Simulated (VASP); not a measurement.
# Ag (Im-3m) in VASP: notebook

Ag is run at these levels: PBEsol, LDA; tasks: single point.

Program: VASP 6.6.1. These are calculated values, not measurements. Logs are shortened: lines on timing, memory, paths and dates and some standing lists are left out, and cuts for length are marked.

### Step 1. The cell of the first run

Symmetry: Im-3m, No. 229, cubic system. Conventional cell: a = 2.836 Å, b = 2.836 Å, c = 2.836 Å, α = 90.00°, β = 90.00°, γ = 90.00°. Ag (site symmetry m-3m) has 14 Ag at 2.46 to 2.84 Å within 3.2 Å.

### Step 2. Single point, PBEsol

Contents of INCAR:

```
PREC = Accurate
ENCUT = 520
EDIFF = 1E-6
ISMEAR = -1
SIGMA = 0.08
LREAL = F
LASPH = T
NELM = 100
ALGO = Normal
ISIF = 2
LWAVE = F
LCHARG = T
GGA = PS
LELF = T
LVHAR = T
NBANDS = 12
```

Contents of KPOINTS:

```
regular mesh
0
Gamma
  18 18 18
```

Contents of POSCAR:

```
Ag
1.0
   -1.4181667849      1.4181667849      1.4181667849
    1.4181667849     -1.4181667849      1.4181667849
    1.4181667849      1.4181667849     -1.4181667849
Ag
1
Direct
    0.0000000000      0.0000000000      0.0000000000
```

Potentials or basis: VASP PAW PBE potentials, release 64 (Ag).

Run with:

```
cat potpaw_PBE.64/Ag/POTCAR > POTCAR
mpirun -np 1 vasp_std > vasp.out
```

OUTCAR:

```text
PREC = Accurate
   ENCUT = 520
   EDIFF = 1E-6
   ISMEAR = -1
   LREAL = F
   LASPH = T
   NELM = 100
   ISIF = 2
   GGA = PS

 ion  position               nearest neighbor table
   1  0.000  0.000  0.000-

  LATTYP: Found a body centered cubic cell.
 ALAT       =     2.8363335698

  Lattice vectors:

 A1 = (  -1.4181667849,   1.4181667849,   1.4181667849)
 A2 = (   1.4181667849,  -1.4181667849,   1.4181667849)
 A3 = (   1.4181667849,   1.4181667849,  -1.4181667849)

Analysis of symmetry for initial positions (statically):
=====================================================================
 Subroutine PRICEL returns:
 Original cell was already a primitive cell.

 Routine SETGRP: Setting up the symmetry group for a
 body centered cubic supercell.

 Subroutine GETGRP returns: Found 48 space group operations
 (whereof 48 operations were pure point group operations)
 out of a pool of 48 trial point group operations.

The static configuration has the point symmetry O_h .

Analysis of symmetry for dynamics (positions and initial velocities):
=====================================================================
 Subroutine PRICEL returns:
 Original cell was already a primitive cell.

 Routine SETGRP: Setting up the symmetry group for a
 body centered cubic supercell.

 Subroutine GETGRP returns: Found 48 space group operations
 (whereof 48 operations were pure point group operations)
 out of a pool of 48 trial point group operations.

The dynamic configuration has the point symmetry O_h .

 Subroutine INISYM returns: Found 48 space group operations
 (whereof 48 operations are pure point group operations),
 and found     1 'primitive' translations

----------------------------------------------------------------------------------------

                                     Primitive cell

  volume of cell :      11.4089

  direct lattice vectors                    reciprocal lattice vectors
    -1.418166785  1.418166785  1.418166785     0.000000000  0.352567840  0.352567840
     1.418166785 -1.418166785  1.418166785     0.352567840  0.000000000  0.352567840
     1.418166785  1.418166785 -1.418166785     0.352567840  0.352567840  0.000000000

  length of vectors
     2.456336925  2.456336925  2.456336925     0.498606221  0.498606221  0.498606221

  position of ions in fractional coordinates (direct lattice)
     0.000000000  0.000000000  0.000000000

[... 74 lines left out ...]
   NELM   =    100;   NELMIN=  2; NELMDL= -5     # of ELM steps
   EDIFF  = 0.1E-05   stopping-criterion for ELM
   LREAL  =      F    real-space projection
[... 7 lines left out ...]
   TEBEG  =    0.0;   TEEND  =   0.0 temperature during run
   PSTRESS=    0.0 pullay stress
   NELECT =      11.0000    total number of electrons
   NUPDOWN=      -1.0000    fix difference up-down
   EMIN   =  10.00;   EMAX   =-10.00  energy-range for DOS
   EFERMI =   0.00;   METHOD = LEGACY
   ISMEAR =    -1;   SIGMA  =   0.08  broadening in eV -4-tet -1-fermi 0-gaus
   EFERMI_NEDOS =   21; number of points for ismear=-14 and -15
   IALGO  =     38    algorithm
   IMIX   =      4    mixing-type and parameters
     AMIX     =   0.40;   BMIX     =  1.00
     AMIX_MAG =   1.60;   BMIX_MAG =  1.00
  volume/ion in A,a.u.               =      11.41        76.99
  Fermi-wavevector in a.u.,A,eV,Ry     =   1.617304  3.056262 35.588396  2.615673
  Thomas-Fermi vector in A             =   2.711751
   LORBIT       =      0    0 simple, 1 ext, 2 COOP (PROOUT), +10 PAW based schemes
   GGA     = PS    functional components
   LHFCALC =     F    Hartree Fock is set to
   AEXX    =    0.0000 exact exchange contribution
   IVDW    =     0    specifies the selected vdW correction
   LEPSILON=     F    determine dielectric tensor
   LRPA    =     F    only Hartree local field effects (RPA)
 non-spin polarized calculation
  energy-cutoff  :      520.00
  volume of cell :       11.41
 maximum number of plane-waves:       321
   NGX =  9   NGY =  9   NGZ =  9

 number of electron      11.0000007 magnetization

 Free energy of the ion-electron system (eV)
  ---------------------------------------------------
  ext. energy  EPLUGINS =         0.00000000
  ---------------------------------------------------
  free energy    TOTEN  =        -1.84101370 eV

  energy without entropy =       -1.83564121  energy(sigma->0) =       -1.83832745

 E-fermi :  15.6162     XC(G=0): -14.9746

 val. band max:       15.5937769166   @ k =   0.3333   0.1111   0.0556
 cond. band min:      15.6229869212   @ k =  -0.3333   0.4444   0.1111
 fundamental gap:      0.0292100046
 Fermi energy:        15.6162451308

 k-point     1 :       0.0000    0.0000    0.0000
  band No.  band energies     occupation
      1       3.9726      2.00000
      2       8.3062      2.00000
      3       8.3062      2.00000
      4       8.3062      2.00000
      5      10.8616      2.00000
      6      10.8616      2.00000
      7      34.0034      0.00000
      8      34.0034      0.00000
      9      34.0034      0.00000
     10      44.9815      0.00000
     11      44.9815      0.00000
     12      48.4932      0.00000
[... 331 lines left out ...]
 k-point    24 :       0.3889    0.1111    0.0000
  band No.  band energies     occupation
      1       5.7922      2.00000
      2       6.8990      2.00000
      3      10.3658      2.00000
      4      10.7645      2.00000
      5      11.8813      2.00000
      6      15.4310      1.82029
      7      23.3652      0.00000
      8      29.3817      0.00000
      9      32.8867      0.00000
     10      40.7444      0.00000
     11      42.7820      0.00000
     12      45.1434      0.00000

 [... further k-points ...]

------------------------ aborting loop because EDIFF is reached ----------------------------------------

  FORCE on cell =-STRESS in cart. coord.  units (eV):
  Direction    XX          YY          ZZ          XY          YZ          ZX
  --------------------------------------------------------------------------------------
  -------------------------------------------------------------------------------------
  Total        9.2264273      9.2264273      9.2264273      0.0000000      0.0000000     -0.0000000
  in kB     1295.6933349   1295.6933349   1295.6933349      0.0000000      0.0000000     -0.0000000
  external PRESSURE =    1295.6933349 kB  Pullay stress =       0.0000000 kB

 VOLUME and BASIS-vectors are now :
 -----------------------------------------------------------------------------
  energy-cutoff  :      520.00
  volume of cell :       11.41
      direct lattice vectors                 reciprocal lattice vectors
    -1.418166785  1.418166785  1.418166785     0.000000000  0.352567840  0.352567840
     1.418166785 -1.418166785  1.418166785     0.352567840  0.000000000  0.352567840
     1.418166785  1.418166785 -1.418166785     0.352567840  0.352567840  0.000000000

 POSITION                                       TOTAL-FORCE (eV/Angst)
 -----------------------------------------------------------------------------------
      0.00000      0.00000      0.00000         0.000000      0.000000     -0.000000
 -----------------------------------------------------------------------------------
    total drift:                                0.000000     -0.000000      0.000000

  FREE ENERGIE OF THE ION-ELECTRON SYSTEM (eV)
  ---------------------------------------------------
  free  energy   TOTEN  =        -1.8410137040 eV

  energy  without entropy=       -1.8356412052  energy(sigma->0) =       -1.83832745
```

stdout:

```text
POSCAR found type information on POSCAR Ag
 POSCAR found :  1 types and       1 ions
 scaLAPACK will be used
 -----------------------------------------------------------------------------
|                                                                             |
|                                                                             |
|     You enforced a specific xc type in the INCAR file but a different       |
|     I HOPE YOU KNOW WHAT YOU ARE DOING!                                     |
|                                                                             |
 -----------------------------------------------------------------------------

 LDA part: xc-table for (Slater+PW92), standard interpolation
 POSCAR, INCAR and KPOINTS ok, starting setup
 FFT: planning ... GRIDC
 FFT: planning ... GRID_SOFT
 FFT: planning ... GRID
 WAVECAR not read
 entering main loop
```

Wall time 45 s (1 thread of AMD EPYC 7R13, shared host); peak memory 0.11 GiB.

What came out:

```yaml
Free_energy: -1.8410 eV
Pressure: 129.6 GPa
```

Levels at points of the mesh, in eV from the Fermi level:
```csv
k point,band 3,band 4,band 5,band 6,band 7,band 8
"(0.00, 0.00, 0.00)",-7.31,-7.31,-4.75,-4.75,18.39,18.39
"(0.50, 0.00, 0.00)",-4.81,-4.42,-2.63,-1.52,6.98,13.85
"(0.50, 0.50, 0.50)",-3.15,-3.15,-3.15,7.84,7.84,7.84
```

Caveat: the PAW data sets were made with another functional, which shifts forces and pressure a little.

### Step 3. Single point, LDA

Contents of INCAR:

```
PREC = Accurate
ENCUT = 520
EDIFF = 1E-6
ISMEAR = -1
SIGMA = 0.08
LREAL = False
LASPH = True
NELM = 80
ALGO = Normal
ISIF = 2
LWAVE = False
LCHARG = True
GGA = CA
LELF = True
LVHAR = True
NBANDS = 12
```

KPOINTS is that of step 2.

POSCAR is that of step 2.

Potentials or basis: VASP PAW LDA potentials, release 64 (Ag).

Run with:

```
cat potpaw_LDA.64/Ag/POTCAR > POTCAR
mpirun -np 1 vasp_std > vasp.out
```

Wall time 44 s (1 thread of AMD EPYC 7R13, shared host); peak memory 0.1 GiB.

It converged, with:

```yaml
Free_energy: -2.5000 eV
Pressure: 121.9 GPa
```

Levels at points of the mesh, in eV from the Fermi level:
```csv
k point,band 1,band 2,band 3,band 4,band 5,band 6,band 7,band 8,band 9,band 10
"(0.00, 0.00, 0.00)",-11.65,-7.34,-7.34,-7.34,-4.76,-4.76,18.34,18.34,18.34,29.41
"(0.50, 0.00, 0.00)",-10.21,-8.91,-4.82,-4.43,-2.64,-1.52,6.97,13.82,18.07,25.84
"(0.50, 0.50, 0.50)",-10.33,-10.33,-3.16,-3.16,-3.16,7.79,7.79,7.79,17.98,17.98
```
